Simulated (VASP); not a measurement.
# Si16O (a cell with a defect) in VASP: single point with PBE

Aim: the single point of Si16O (a cell with a defect) with PBE.

Everything below comes from runs of VASP 6.6.1. Logs are shortened: lines on timing, memory, paths and dates and some standing lists are left out, and cuts for length are marked.

## Step 1: The cell of the first run

The cell holds a defect, 17 atoms: a = 6.365 Å, b = 7.703 Å, c = 7.703 Å, α = 120.00°, β = 90.00°, γ = 90.00°.

## Step 2: Single point, PBE (with an interstitial atom, then relaxed in part)

File INCAR:

```
SYSTEM = Si16O
PREC = Accurate
ENCUT = 520
EDIFF = 1E-6
ISMEAR = 0
SIGMA = 0.02
LREAL = Auto
LASPH = .True.
NELM = 80
ALGO = Normal
ISIF = 2
LWAVE = .False.
LCHARG = .False.
GGA = PE
NBANDS = 49
```

File KPOINTS:

```
regular mesh
0
Gamma
  5 4 4
  0 0 0
```

File POSCAR:

```
Si16O
1.0
    0.0000000000      0.0000000000      6.3650227274
    7.7025612697      0.0000000001      0.0000000000
   -3.8512806349      6.6706137337      0.0000000000
Si O
16 1
Direct
    0.0672189118      0.1601642957      0.3203285913
    0.0672189118      0.1601642957      0.8398357043
    0.0654731855      0.6666666667      0.3333333333
    0.0672189118      0.6796714087      0.8398357043
    0.5665349927      0.3390366818      0.1695183409
    0.5674268264      0.3333333333      0.6666666667
    0.5665349927      0.8304816591      0.1695183409
    0.5665349927      0.8304816591      0.6609633182
    0.4327810882      0.1601642957      0.3203285913
    0.4327810882      0.1601642957      0.8398357043
    0.4345268145      0.6666666667      0.3333333333
    0.4327810882      0.6796714087      0.8398357043
    0.9334650073      0.3390366818      0.1695183409
    0.9325731736      0.3333333333      0.6666666667
    0.9334650073      0.8304816591      0.1695183409
    0.9334650073      0.8304816591      0.6609633182
    0.2500000000      0.0000000000      0.0000000000
```

Potentials or basis: VASP PAW PBE potentials, release 64 (Si, O).

Launch:

```bash
cat potpaw_PBE.64/Si/POTCAR potpaw_PBE.64/O/POTCAR > POTCAR
mpirun -np 1 vasp_std > vasp.out
```

OUTCAR:

```text
SYSTEM = Si16O
   PREC = Accurate
   ENCUT = 520
   EDIFF = 1E-6
   ISMEAR = 0
   LREAL = Auto
   LASPH = .True.
   NELM = 80
   ISIF = 2
   GGA = PE

 ion  position               nearest neighbor table
   1  0.067  0.160  0.320-   9 2.33  13 2.36  15 2.36  17 2.43  14 2.46
   2  0.067  0.160  0.840-  10 2.33  13 2.36  16 2.36  17 2.43  14 2.46
   3  0.065  0.667  0.333-  15 2.34  16 2.34  13 2.34  11 2.35
   4  0.067  0.680  0.840-  12 2.33  16 2.36  15 2.36  17 2.43  14 2.46
   5  0.567  0.339  0.170-  13 2.34  11 2.34   9 2.36  10 2.36
   6  0.567  0.333  0.667-  14 2.32  10 2.46   9 2.46  12 2.46
   7  0.567  0.830  0.170-  15 2.34  11 2.34  12 2.36   9 2.36
   8  0.567  0.830  0.661-  16 2.34  11 2.34  12 2.36  10 2.36
   9  0.433  0.160  0.320-   1 2.33   5 2.36   7 2.36  17 2.43   6 2.46
  10  0.433  0.160  0.840-   2 2.33   5 2.36   8 2.36  17 2.43   6 2.46
  11  0.435  0.667  0.333-   7 2.34   8 2.34   5 2.34   3 2.35
  12  0.433  0.680  0.840-   4 2.33   8 2.36   7 2.36  17 2.43   6 2.46
  13  0.933  0.339  0.170-   5 2.34   3 2.34   1 2.36   2 2.36
  14  0.933  0.333  0.667-   6 2.32   2 2.46   1 2.46   4 2.46
  15  0.933  0.830  0.170-   7 2.34   3 2.34   4 2.36   1 2.36
  16  0.933  0.830  0.661-   8 2.34   3 2.34   4 2.36   2 2.36
  17  0.250  0.000  0.000-   1 2.43   9 2.43   4 2.43  12 2.43  10 2.43   2 2.43

  LATTYP: Found a hexagonal cell.
 ALAT       =     7.7025612697
 C/A-ratio  =     0.8263514569

  Lattice vectors:

 A1 = (   7.7025612697,   0.0000000001,   0.0000000000)
 A2 = (  -3.8512806349,   6.6706137337,   0.0000000000)
 A3 = (   0.0000000000,   0.0000000000,   6.3650227274)

Analysis of symmetry for initial positions (statically):
=====================================================================
 Subroutine PRICEL returns:
 Original cell was already a primitive cell.

 Routine SETGRP: Setting up the symmetry group for a
 hexagonal supercell.

 Subroutine GETGRP returns: Found 12 space group operations
 (whereof  6 operations were pure point group operations)
 out of a pool of 24 trial point group operations.

The static configuration has the point symmetry C_3v.
 The point group associated with its full space group is D_3h.

Analysis of symmetry for dynamics (positions and initial velocities):
=====================================================================
 Subroutine PRICEL returns:
 Original cell was already a primitive cell.

 Routine SETGRP: Setting up the symmetry group for a
 hexagonal supercell.

 Subroutine GETGRP returns: Found 12 space group operations
 (whereof  6 operations were pure point group operations)
 out of a pool of 24 trial point group operations.

The dynamic configuration has the point symmetry C_3v.
 The point group associated with its full space group is D_3h.

 Subroutine INISYM returns: Found 12 space group operations
 (whereof  6 operations are pure point group operations),
 and found     1 'primitive' translations

----------------------------------------------------------------------------------------

                                     Primitive cell

  volume of cell :     327.0400

  direct lattice vectors                    reciprocal lattice vectors
     0.000000000  0.000000000  6.365022727     0.000000000  0.000000000  0.157108630
     7.702561270  0.000000000  0.000000000     0.129826945  0.074955622  0.000000000
    -3.851280635  6.670613734  0.000000000    -0.000000000  0.149911244  0.000000000

  length of vectors
     6.365022727  7.702561270  7.702561270     0.157108630  0.149911244  0.149911244

  position of ions in fractional coordinates (direct lattice)
     0.067218912  0.160164296  0.320328591
     0.067218912  0.160164296  0.839835704
     0.065473185  0.666666667  0.333333333
     0.067218912  0.679671409  0.839835704
     0.566534993  0.339036682  0.169518341
     0.567426826  0.333333333  0.666666667
[... 9 lines left out ...]
     0.933465007  0.830481659  0.660963318
     0.250000000  0.000000000  0.000000000

  ion indices of the primitive-cell ions
   primitive index   ion index
                 1           1
                 2           2
                 3           3
                 4           4
                 5           5
                 6           6
[... 9 lines left out ...]
                16          16
                17          17

----------------------------------------------------------------------------------------

 KPOINTS: regular mesh

Automatic generation of k-mesh.
 Grid dimensions read from file:
 generate k-points for:    5    4    4

 Generating k-lattice:

  Cartesian coordinates                     Fractional coordinates (reciprocal lattice)
     0.000000000  0.000000000  0.031421726     0.200000000  0.000000000  0.000000000
     0.032456736  0.018738905  0.000000000     0.000000000  0.250000000  0.000000000
    -0.000000000  0.037477811  0.000000000     0.000000000 -0.000000000  0.250000000

  Length of vectors
     0.031421726  0.037477811  0.037477811

  Shift w.r.t. Gamma in fractional coordinates (k-lattice)
     0.000000000  0.000000000  0.000000000

 Subroutine IBZKPT returns following result:
 ===========================================

 Found     12 irreducible k-points:

 Following reciprocal coordinates:
            Coordinates               Weight
  0.000000  0.000000  0.000000      1.000000
  0.200000  0.000000  0.000000      2.000000
  0.400000  0.000000  0.000000      2.000000
  0.000000  0.250000 -0.000000      6.000000
  0.200000  0.250000 -0.000000     12.000000
  0.400000  0.250000 -0.000000     12.000000
  0.000000  0.500000 -0.000000      3.000000
  0.200000  0.500000 -0.000000      6.000000
  0.400000  0.500000 -0.000000      6.000000
  0.000000  0.250000  0.250000      6.000000
  0.200000  0.250000  0.250000     12.000000
  0.400000  0.250000  0.250000     12.000000
   k-points           NKPTS =     12   k-points in BZ     NKDIM =     12   number of bands    NBANDS=     49
   number of dos      NEDOS =    301   number of ions     NIONS =     17
   total plane-waves  NPLWV = 172800
   dimension x,y,z NGX =    48 NGY =   60 NGZ =   60
   dimension x,y,z NGXF=    96 NGYF=  120 NGZF=  120
   ions per type =              16   1
   NGX,Y,Z   is equivalent  to a cutoff of  12.54, 12.95, 12.95 a.u.
   NGXF,Y,Z  is equivalent  to a cutoff of  25.07, 25.90, 25.90 a.u.
 SYSTEM =  Si16O
   PREC   = accura    normal or accurate (medium, high low for compatibility)
   ISTART =      0    job   : 0-new  1-cont  2-samecut
   ICHARG =      2    charge: 1-file 2-atom 10-const
   ISPIN  =      1    spin polarized calculation?
   LNONCOLLINEAR =      F non collinear calculations
   LSORBIT =      F    spin-orbit coupling
   LASPH  =      T    aspherical Exc in radial PAW
   ENCUT  =  520.0 eV  38.22 Ry    6.18 a.u.  11.83 14.32 14.32*2*pi/ulx,y,z
   NELM   =     80;   NELMIN=  2; NELMDL= -5     # of ELM steps
   EDIFF  = 0.1E-05   stopping-criterion for ELM
   LREAL  =      T    real-space projection
   EDIFFG = 0.1E-04   stopping-criterion for IOM
   NSW    =      0    number of steps for IOM
[... 5 lines left out ...]
   TEBEG  =    0.0;   TEEND  =   0.0 temperature during run
   PSTRESS=    0.0 pullay stress
   NELECT =      70.0000    total number of electrons
   NUPDOWN=      -1.0000    fix difference up-down
   EMIN   =  10.00;   EMAX   =-10.00  energy-range for DOS
   EFERMI =   0.00;   METHOD = LEGACY
   ISMEAR =     0;   SIGMA  =   0.02  broadening in eV -4-tet -1-fermi 0-gaus
   EFERMI_NEDOS =   21; number of points for ismear=-14 and -15
   IALGO  =     38    algorithm
   IMIX   =      4    mixing-type and parameters
     AMIX     =   0.40;   BMIX     =  1.00
     AMIX_MAG =   1.60;   BMIX_MAG =  1.00
  volume/ion in A,a.u.               =      19.24       129.82
  Fermi-wavevector in a.u.,A,eV,Ry     =   0.979281  1.850572 13.047861  0.958991
  Thomas-Fermi vector in A             =   2.110122
   LORBIT       =      0    0 simple, 1 ext, 2 COOP (PROOUT), +10 PAW based schemes
   GGA     = PE    functional components
   LHFCALC =     F    Hartree Fock is set to
   AEXX    =    0.0000 exact exchange contribution
   IVDW    =     0    specifies the selected vdW correction
   LEPSILON=     F    determine dielectric tensor
   LRPA    =     F    only Hartree local field effects (RPA)
 non-spin polarized calculation
 Gauss-broadening in eV      SIGMA  =   0.02
  energy-cutoff  :      520.00
  volume of cell :      327.04
 maximum number of plane-waves:      8826
 NGX is ok and might be reduce to    48
   NGX = 23   NGY = 29   NGZ = 29

 number of electron      69.9999995 magnetization

 Free energy of the ion-electron system (eV)
  ---------------------------------------------------
  ext. energy  EPLUGINS =         0.00000000
  ---------------------------------------------------
  free energy    TOTEN  =       -90.56072374 eV

  energy without entropy =      -90.55872470  energy(sigma->0) =      -90.55972422

 E-fermi :   5.4299     XC(G=0):  -9.4927

 val. band max:        5.4206772093   @ k =   0.0000   0.0000   0.0000
 cond. band min:       5.4334525637   @ k =   0.2000   0.2500   0.2500
 fundamental gap:      0.0127753545
 Fermi energy:         5.4299364251

 k-point     1 :       0.0000    0.0000    0.0000
  band No.  band energies     occupation
      1     -11.7064      2.00000
      2      -5.8847      2.00000
      3      -4.1795      2.00000
      4      -4.1795      2.00000
      5      -3.9023      2.00000
      6      -3.8285      2.00000
[... 39 lines left out ...]
     46       8.8586      0.00000
     47       8.8586      0.00000

 k-point     2 :       0.2000    0.0000    0.0000
  band No.  band energies     occupation
      1     -11.7052      2.00000
      2      -5.7790      2.00000
      3      -4.2633      2.00000
      4      -4.0644      2.00000
      5      -4.0644      2.00000
      6      -3.7082      2.00000
[... 492 lines left out ...]
 k-point    12 :       0.4000    0.2500    0.2500
  band No.  band energies     occupation
      1     -11.7021      2.00000
      2      -5.0390      2.00000
      3      -4.5622      2.00000
      4      -4.3907      2.00000
      5      -4.2433      2.00000
      6      -3.7927      2.00000
[... 39 lines left out ...]
     46       9.1148      0.00000
     47       9.2457      0.00000
 [bands above 47 left out]

------------------------ aborting loop because EDIFF is reached ----------------------------------------

  FORCE on cell =-STRESS in cart. coord.  units (eV):
  Direction    XX          YY          ZZ          XY          YZ          ZX
  --------------------------------------------------------------------------------------
  -------------------------------------------------------------------------------------
  Total       -1.8615103     -1.8615103      4.7468911     -0.0000000      0.0000000      0.0000000
  in kB       -9.1195858     -9.1195858     23.2551390     -0.0000000      0.0000000      0.0000000
  external PRESSURE =       1.6719891 kB  Pullay stress =       0.0000000 kB

 VOLUME and BASIS-vectors are now :
 -----------------------------------------------------------------------------
  energy-cutoff  :      520.00
  volume of cell :      327.04
      direct lattice vectors                 reciprocal lattice vectors
     0.000000000  0.000000000  6.365022727     0.000000000  0.000000000  0.157108630
     7.702561270  0.000000000  0.000000000     0.129826945  0.074955622  0.000000000
    -3.851280635  6.670613734  0.000000000    -0.000000000  0.149911244  0.000000000

 POSITION                                       TOTAL-FORCE (eV/Angst)
 -----------------------------------------------------------------------------------
      0.00000      2.13679      0.42785        -0.000000      0.003310     -0.006781
     -2.00077      5.60222      0.42785         0.002866     -0.001655     -0.006781
      3.85128      2.22354      0.41674         0.000000      0.000000      0.004382
      2.00077      5.60222      0.42785        -0.002866     -0.001655     -0.006781
      1.95859      1.13079      3.60601        -0.003168     -0.001829      0.002223
     -0.00000      4.44708      3.61168         0.000000      0.000000     -0.001450
[... 9 lines left out ...]
      3.85128      4.40903      5.94153        -0.000000      0.003658     -0.002223
      0.00000      0.00000      1.59126         0.000000      0.000000      0.000000
 -----------------------------------------------------------------------------------
    total drift:                               -0.000000      0.000000     -0.000000

  FREE ENERGIE OF THE ION-ELECTRON SYSTEM (eV)
  ---------------------------------------------------
  free  energy   TOTEN  =       -90.5607237436 eV

  energy  without entropy=      -90.5587247046  energy(sigma->0) =      -90.55972422
```

It took 2.6 min on 1 thread of Intel Xeon 6975P-C (Granite Rapids), shared host; peak memory 0.44 GiB.

What came out:

| Item | Value |
| --- | --- |
| Free energy | -90.5607 eV |
| Pressure | 0.2 GPa |
| Largest force | 0.008 eV/Å |
| Band gap on the k mesh | zero (bands 35 and 36 overlap by 0.70 eV) |

Forces on the atoms (eV/Å):
```
Si   0.000  0.003 -0.007
Si   0.003 -0.002 -0.007
Si   0.000  0.000  0.004
Si  -0.003 -0.002 -0.007
Si  -0.003 -0.002  0.002
Si   0.000  0.000 -0.001
Si   0.003 -0.002  0.002
Si   0.000  0.004  0.002
Si   0.000  0.003  0.007
Si   0.003 -0.002  0.007
Si   0.000  0.000 -0.004
Si  -0.003 -0.002  0.007
Si  -0.003 -0.002 -0.002
Si   0.000  0.000  0.001
Si   0.003 -0.002 -0.002
Si   0.000  0.004 -0.002
O    0.000  0.000  0.000
```

Stress tensor (GPa, compression positive):
```
-0.91  0.00  0.00
 0.00 -0.91  0.00
 0.00  0.00  2.33
```

Levels at points of the mesh, in eV from the Fermi level:
| k point | band 33 | band 34 | band 35 | band 36 | band 37 | band 38 |
| --- | --- | --- | --- | --- | --- | --- |
| (0.00, 0.00, 0.00) | -0.52 | -0.01 | 0.71 | 0.71 | 1.08 | 1.08 |
| (0.00, 0.50, 0.00) | -0.44 | -0.41 | -0.17 | 0.02 | 1.64 | 1.96 |

Caveat: the cell differs from its parent crystal (with an interstitial atom, then relaxed in part).
